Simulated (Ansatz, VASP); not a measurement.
## Two plane-wave programs on N

```
N
1.0
     5.32763    0.00000    0.00000
     0.00000    5.32763    0.00000
     0.00000    0.00000    5.32763
N
4
Direct
  0.00037 0.00037 0.00037
  0.49963 0.99963 0.50037
  0.50037 0.49963 0.99963
  0.99963 0.50037 0.49963
```

Alike in both runs: functional r2SCAN; k mesh 4 × 4 × 4; occupations gaussian, width 0.02 eV; collinear spin.

Ansatz relaxed the structure, and its values are those at the end. VASP's run is a single point on that final structure, the one shown.

|  | VASP | Ansatz |
| --- | --- | --- |
| version | VASP 6.6.1 | Ansatz 0.2.0 |
| potentials or method | VASP PAW PBE potentials, release 64 (N), cutoff 520 eV | scalar-relativistic, plane waves, PAW |
| valence electrons in the cell | 20 | 20 |

|  | VASP | Ansatz | Ansatz less VASP |
| --- | --- | --- | --- |
| gap on the k mesh at the Fermi level (eV) | 4.25 | 4.25 | -0.004 |
| least direct gap on the mesh (eV) | 4.35 | 4.34 | -0.005 |
| pressure (GPa) | 0.0 | 0.1 | +0.14 |
| net moment per atom (μB) | 3.00 | 3.00 | 0.000 |
| size of the moment on the site where the two differ most (μB) | 1.99 | 2.92 | +0.935 |

VASP's potentials were made for PBE, not for r2SCAN. Site moments also hang on the region over which each program counts them. Ansatz's warnings: stress scf threshold loose.
